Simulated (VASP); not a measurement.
Runs of VASP 6.6.1 on ZrGaH3. The structure is that of space group P6/mmm (No. 191), or close to it. The cells are those of the table. 

```csv
task,spin,cell,k mesh,cutoff (eV),gap on the mesh (eV),pressure (GPa),relaxed volume (Å³/atom)
single point,off,"a = 3.267, b = 3.267, c = 4.389 Å, angles 90.0, 90.0, 120.0°, 5 atoms",6 × 6 × 4,520,none,(a),-
single point,off,"a = 3.901, b = 3.901, c = 5.728 Å, angles 90.0, 90.0, 120.0°, 5 atoms",12 × 12 × 8,520,none,0.0,-
relaxation of cell and atoms,off,"relaxed from a = 3.905, b = 3.905, c = 5.750 Å, angles 90.0, 90.0, 120.0°, 5 atoms",12 × 12 × 8,600,none,0.0,15.11
single point,"collinear, ferromagnetic start","a = 3.905, b = 3.905, c = 5.750 Å, angles 90.0, 90.0, 120.0°, 5 atoms",6 × 6 × 4,520,none,-0.1,-
single point,off,"a = 3.905, b = 3.905, c = 5.750 Å, angles 90.0, 90.0, 120.0°, 5 atoms",6 × 6 × 4,520,none,-0.1,-
relaxation of cell and atoms,off,"relaxed from a = 3.267, b = 3.267, c = 4.389 Å, angles 90.0, 90.0, 120.0°, 5 atoms",6 × 6 × 4,600,none,-0.2,15.05
```

Alike in all rows: level PBE; potentials or basis VASP PAW PBE potentials, release 64 (Zr_sv, Ga_d, H); smearing gaussian 0.1 eV.

Q: Estimate the missing entries.

A: (a) 91.5.

Caveats: some runs use coarse meshes; the volume moved by over 15 % at a fixed basis, so the end points are rough (some runs).

A k mesh can miss the band edges, and the runs leave out spin-orbit coupling on Ga, Zr.

A gap of «none» marks levels without a gap at the run's occupations.
